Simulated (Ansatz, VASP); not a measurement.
PbSe: VASP and Ansatz over several settings

```
Pb Se
1.0
     0.00000    3.06065    3.06065
     3.06065    0.00000    3.06065
     3.06065    3.06065    0.00000
Pb Se
1 1
Direct
  0.00000 0.00000 0.00000
  0.50000 0.50000 0.50000
```

Single points on this cell with VASP 6.6.1 and Ansatz 0.2.0. Each row is one pair of runs. Alike in all rows: VASP's potentials, cutoff: VASP PAW PBE potentials, release 64 (Pb_d, Se), 520 eV.

```csv
level,spin,k mesh,smearing,"Ansatz's potentials, cutoff","gap on the k mesh at the Fermi level (eV), VASP","gap on the k mesh at the Fermi level (eV), Ansatz","least direct gap on the mesh (eV), VASP","least direct gap on the mesh (eV), Ansatz","pressure (GPa), VASP","pressure (GPa), Ansatz"
r2SCAN+rVV10,off,8 × 8 × 8,"fermi-dirac, width 0.05 eV","Ansatz PAW, 500 eV",0.54,0.53,0.54,0.53,0.7,0.5
revPBE+D3(BJ),off,8 × 8 × 8,"fermi-dirac, width 0.05 eV","Ansatz PAW, 420 eV",0.35,0.35,0.35,0.35,-0.3,-0.2
BLYP+D4,off,8 × 8 × 8,"fermi-dirac, width 0.05 eV","Ansatz PAW, 420 eV",0.39,0.41,0.39,0.41,2.0,1.8
PBE,off,8 × 8 × 8,"gaussian, width 0.1 eV","Ansatz PAW, 420 eV",0.29,0.29,0.29,0.29,2.4,2.4
PBE,"non-collinear, zero start, SOC",6 × 6 × 6,tetrahedron,"Ansatz PAW, 420 eV",-,-,-,-,1.8,1.8
PBE,off,3 × 3 × 3,"fermi-dirac, width 0.05 eV","Ansatz PAW, 420 eV",-,-,-,-,1.5,1.5
RPBE+D4,off,8 × 8 × 8,"fermi-dirac, width 0.05 eV","Ansatz PAW, 420 eV",0.38,0.37,0.38,0.37,0.2,0.3
RPBE+D3(BJ),off,8 × 8 × 8,"fermi-dirac, width 0.05 eV","Ansatz PAW, 420 eV",0.38,?,0.38,?,-10.3,?
```

Question: Fill in what Ansatz gave in row 8.

Answer: gap on the k mesh at the Fermi level (eV): 0.37; least direct gap on the mesh (eV): 0.37; pressure (GPa): -10.3.

VASP's potentials hold 20 valence electrons a cell and Ansatz's 30, so a difference there can come from the potentials and not from the codes.

The k mesh is coarse in some rows, so the values compare programs but aren't converged.
